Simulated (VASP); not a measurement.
Input of a VASP 6.6.1 run:

File INCAR:

```
PREC     = Accurate       # precision mode
ENCUT    = 520            # plane-wave cutoff, eV
EDIFF    = 1E-7           # SCF threshold, eV
ISMEAR   = -1             # smearing method
SIGMA    = 0.05           # smearing width, eV
LREAL    = False          # projectors in reciprocal space
LASPH    = True           # aspherical terms in the spheres
NELM     = 150            # most SCF steps
ALGO     = Normal         # electronic algorithm
ISIF     = 2              # what is computed and relaxed
LWAVE    = False          # write WAVECAR
LCHARG   = False          # write CHGCAR
ISPIN    = 2              # spin polarisation
MAGMOM   = 4 0            # initial moments
LORBIT   = 11             # projections on sites
LMAXMIX  = 4              # l up to which the mixer works
LDAU     = True           # DFT+U
LDAUTYPE = 2            
LDAUL    = 2 -1           # shell
LDAUU    = 6.2 0          # U, eV
LDAUJ    = 0 0          
LDAUPRINT= 1            
GGA      = PE             # functional
NBANDS   = 20             # bands
```

File KPOINTS:

```
Automatic mesh
0
Gamma
  9 9 9
```

The input POSCAR:

```
MnS
1.0
    0.0000000000      2.6045000000      2.6045000000
    2.6045000000      0.0000000000      2.6045000000
    2.6045000000      2.6045000000      0.0000000000
Mn S
1 1
Direct
    0.0000000000      0.0000000000      0.0000000000
    0.5000000000      0.5000000000      0.5000000000
```

Potentials or basis: VASP PAW PBE potentials, release 64 (Mn_pv, S).

The run is started by

```sh
$ cat potpaw_PBE.64/Mn_pv/POTCAR potpaw_PBE.64/S/POTCAR > POTCAR
$ mpirun -np 1 vasp_std > vasp.out
```

What does it give for the site moments?

Mn +4.67; S +0.05 μB.

What does it give for the pressure?

5.9 GPa.

Estimate the band gap on the k mesh.

1.36 eV (least direct gap 3.27 eV).

Eigenvalues of the final occupation matrices:
```csv
site,spin,trace,eigenvalues
site 1 d,1,4.75,0.94 0.94 0.94 0.96 0.96
site 1 d,2,0.16,0.01 0.01 0.01 0.06 0.06
```

Caveat: the cell stands under pressure; an odd mesh through Γ misses points on the zone boundary, where band edges can lie; a cell with one magnetic atom can't hold antiferromagnetic order, which such compounds often take. The state reached can hang on the start; a lower one may exist.
